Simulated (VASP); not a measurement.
Sb5Se: single point with PBE

Crystal: Sb5Se.

```
CELL_PARAMETERS angstrom
3.74250 0.00000 0.00000
0.00000 3.74250 0.00000
0.00000 0.00000 11.24418
ATOMIC_POSITIONS crystal
Sb 0.50000 0.50000 0.32517
Sb 0.50000 0.50000 0.67483
Sb 0.00000 0.00000 0.15946
Sb 0.00000 0.00000 0.84054
Sb 0.00000 0.00000 0.50000
Se 0.50000 0.50000 0.00000
```

The cell was generated, and may not be a known phase.

```yaml
Program: VASP 6.6.1
Task: single point
Functional: PBE
Potentials_or_basis: VASP PAW PBE potentials, release 64 (Sb, Se)
Cutoff: 520 eV
k_mesh: 10 × 10 × 4
Occupations: gaussian, width 0.1 eV
Spin: no spin polarisation
Dipole_correction: no
Further_INCAR_settings: ALGO = Normal; EDIFF = 1e-06; NBANDS = 24
```

| Property | Result |
| --- | --- |
| Pressure | -0.1 GPa |
| Largest force | 0.005 eV/Å |
| Band gap on the k mesh | zero (an odd number of electrons rules out a gap without spin polarisation) |

Forces in eV/Å, atoms in the order of the input:
```
Sb   0.000  0.000  0.001
Sb   0.000  0.000 -0.001
Sb   0.000  0.000 -0.005
Sb   0.000  0.000  0.005
Sb   0.000  0.000  0.000
Se   0.000  0.000  0.000
```

Levels at points of the mesh, in eV from the Fermi level:
| k point | band 13 | band 14 | band 15 | band 16 | band 17 | band 18 |
| --- | --- | --- | --- | --- | --- | --- |
| (0.00, 0.00, 0.00) | -1.04 | -0.68 | -0.68 | 1.48 | 1.66 | 1.92 |
| (0.50, 0.00, 0.00) | -0.44 | -0.05 | 0.87 | 0.89 | 1.22 | 1.53 |
| (0.50, 0.50, 0.00) | -2.71 | -1.86 | -1.78 | -1.70 | -1.04 | -1.04 |
| (0.00, 0.00, 0.50) | -0.40 | -0.20 | 0.19 | 0.19 | 0.89 | 0.89 |
| (0.50, 0.00, 0.50) | -1.00 | 1.04 | 1.16 | 1.16 | 1.35 | 1.42 |
| (0.50, 0.50, 0.50) | -2.98 | -2.68 | -2.67 | -2.67 | -0.62 | -0.01 |

It took 67 s on 1 thread of Intel(R) Xeon(R) 6975P-C (Granite Rapids) (shared host), peak memory 0.37 GiB.

Caveat: spin-orbit coupling is left out, which moves the levels of the heavy elements; an odd number of electrons without spin polarisation forces a metal; a magnetic or distorted state may lie lower.
